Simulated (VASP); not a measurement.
Write the native input for VASP 6.6.1 that does the following.

- Task: single point
- Functional: PBE
- Potentials or basis: VASP PAW PBE potentials, release 64 (Ti_sv, S)
- Cutoff: 500 eV
- k mesh: 6 × 6 × 4
- Occupations: gaussian, width 0.1 eV
- Spin: no spin polarisation
- Hubbard terms: Ti d U = 2.0 eV
- Dipole correction: no
- Further INCAR settings: ALGO = Normal; EDIFF = 1e-06; NBANDS = 19

The structure of TiS2 lies in POSCAR:

```
TiS2
1.0
    3.4120000000      0.0000000000      0.0000000000
   -1.7060000000      2.9548790000      0.0000000000
    0.0000000000      0.0000000000      5.6950000000
Ti S
1 2
Direct
    0.0000000000      0.0000000000      0.0000000000
    0.3333333333      0.6666666667      0.2500000000
    0.6666666667      0.3333333333      0.7500000000
```

These files were run (other wordings do the same):

INCAR

```
SYSTEM = TiS2
PREC = Accurate
ENCUT = 500
EDIFF = 1E-6
ISMEAR = 0
SIGMA = 0.1
LREAL = .False.
LASPH = .True.
NELM = 200
ALGO = Normal
ISIF = 2
LWAVE = .False.
LCHARG = .True.
LMAXMIX = 4
LDAU = .True.
LDAUTYPE = 2
LDAUL = 2 -1
LDAUU = 2 0
LDAUJ = 0 0
LDAUPRINT = 1
GGA = PE
LELF = .True.
LVHAR = .True.
NBANDS = 19
GGA_COMPAT = .False.
```

KPOINTS

```
regular mesh
0
Gamma
  6 6 4
  0 0 0
```

Potentials or basis: VASP PAW PBE potentials, release 64 (Ti_sv, S).

The run is started by

```sh
$ cat potpaw_PBE.64/Ti_sv/POTCAR potpaw_PBE.64/S/POTCAR > POTCAR
$ mpirun -np 1 vasp_std > vasp.out
```

It gave:

- Pressure: 2.4 GPa
- Largest force: 0.023 eV/Å
- Band gap on the k mesh: 0.05 eV, indirect (least direct gap 0.61 eV)

Run time: 23 s on 1 thread of Intel(R) Xeon(R) Platinum 8375C CPU @ 2.90GHz (Ice Lake), with other jobs on the host, peak memory 0.18 GiB.
